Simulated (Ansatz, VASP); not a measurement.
## One calculation of AlAs, two programs

```
CELL_PARAMETERS angstrom
0.00000 2.83040 2.83040
2.83040 0.00000 2.83040
2.83040 2.83040 0.00000
ATOMIC_POSITIONS crystal
Al 0.00000 0.00000 0.00000
As 0.25000 0.25000 0.25000
```

Alike in both runs: task single point; functional PBE-based global hybrid; k mesh 4 × 4 × 4; no spin polarisation.

```csv
,VASP,Ansatz
version,VASP 6.6.1,Ansatz 0.2.0
potentials or method,"VASP PAW PBE potentials, release 64 (Al, As)","plane waves, PAW"
plane-wave cutoff (eV),400,420
occupations,"gaussian, width 0.01 eV",fixed
valence electrons in the cell,8,18
```

```tsv
	VASP	Ansatz	Ansatz less VASP
gap on the k mesh at the Fermi level (eV)	3.40	3.33	-0.074
```

VASP's potentials were made for PBE, not for PBE-based global hybrid. VASP's potentials hold 8 valence electrons a cell and Ansatz's 18, so a difference there can come from the potentials and not from the codes.

The k mesh is coarse, so the values compare programs but aren't converged.
